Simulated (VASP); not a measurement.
Wanted: the native input for a VASP 6.6.1 run.

```yaml
Task: single point
Functional: PBEsol
Potentials_or_basis: VASP PAW PBE potentials, release 64 (Mg)
Cutoff: 520 eV
k_mesh: 18 × 18 × 10
Occupations: gaussian, width 0.15 eV
Spin: no spin polarisation
Dipole_correction: no
Further_INCAR_settings: ALGO = Fast; EDIFF = 1e-07; NBANDS = 9
```

The structure of Mg lies in POSCAR:

```
Mg
1.0
    3.2092715325      0.0000000000      0.0000000000
   -1.6046357662      2.7793106748      0.0000000000
    0.0000000000      0.0000000000      5.2103300000
Mg
2
Direct
    0.3738109960      0.7476219920      0.2500000000
    0.6666666667      0.3333333333      0.7500000000
```

This cell differs from its parent crystal: atom 1 (Mg) moved by (+0.000, +0.225) A along x and y.

One way to write it, as run:

INCAR

```
SYSTEM = Mg
ALGO = Fast
EDIFF = 1E-7
ENCUT = 520
GGA = PS
ISIF = 2
ISMEAR = 0
LASPH = .True.
LCHARG = .False.
LREAL = .False.
LWAVE = .False.
NBANDS = 9
NELM = 100
PREC = Accurate
SIGMA = 0.15
```

KPOINTS

```
k-points
0
Gamma
  18 18 10
  0 0 0
```

Potentials or basis: VASP PAW PBE potentials, release 64 (Mg).

Launch:

```sh
$ cat potpaw_PBE.64/Mg/POTCAR > POTCAR
$ mpirun -np 1 vasp_std > vasp.out
```

It gave:

The pressure is -1.0 GPa, the largest force is 0.182 eV/Å and the band gap on the k mesh is zero (bands 2 and 3 overlap by 2.22 eV).

Caveat: the cell differs from its parent crystal (atom 1 (Mg) moved by (+0.000, +0.225) A along x and y); the PAW data sets were made with another functional, which shifts forces and pressure a little.

Wall time 83 s on 1 thread of AMD EPYC 9R45 96-Core Processor (Zen 5), on a shared host, peak memory 0.3 GiB.
